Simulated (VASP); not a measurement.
Wanted: the native input for a VASP 6.6.1 run.

```
Task                   : single point
Functional             : PBEsol
Potentials or basis    : VASP PAW PBE potentials, release 64 (P)
Cutoff                 : 520 eV
k mesh                 : 8 × 1 × 6
Occupations            : gaussian, width 0.05 eV
Spin                   : no spin polarisation
Dipole correction      : no
Further INCAR settings : ALGO = Normal; EDIFF = 1e-06; NBANDS = 18
```

The structure of P lies in POSCAR:

```
P
1.0
    3.2837277200      0.0000000000      0.0000000000
    0.0000000000     34.8570309900      0.0000000000
    0.0000000000      0.0000000000      4.5162825922
P
4
Direct
    0.0000000000      0.9702614300      0.5921507200
    0.0000000000      0.0297385700      0.4078492800
    0.5000000000      0.0297385700      0.0921507200
    0.5000000000      0.9702614300      0.9078492800
```

This cell differs from its parent crystal: strain +0.000 along x and y, -0.025 along z.

One way to write it, as run:

INCAR

```
PREC = Accurate ; ENCUT = 520
EDIFF = 1E-6 ; ISMEAR = 0
SIGMA = 0.05 ; LREAL = F
LASPH = T ; NELM = 100
ALGO = Normal ; ISIF = 2
LWAVE = F ; LCHARG = F
GGA = PS ; NBANDS = 18
```

KPOINTS

```
Automatic mesh
0
Gamma
  8 1 6
```

Potentials or basis: VASP PAW PBE potentials, release 64 (P).

Command:

```bash
$ cat potpaw_PBE.64/P/POTCAR > POTCAR
$ mpirun -np 1 vasp_std > vasp.out
```

It gave:

| Item | Value |
| --- | --- |
| Largest force | 0.651 eV/Å |
| Band gap on the k mesh | 0.75 eV |

Caveat: the cell differs from its parent crystal (strain +0.000 along x and y, -0.025 along z); there is no dipole correction, which matters where the two faces differ; the PAW data sets were made with another functional, which shifts forces and pressure a little.

It took 3.1 min on 1 thread of Intel(R) Xeon(R) Platinum 8488C (Sapphire Rapids), with other jobs on the host, peak memory 0.56 GiB.
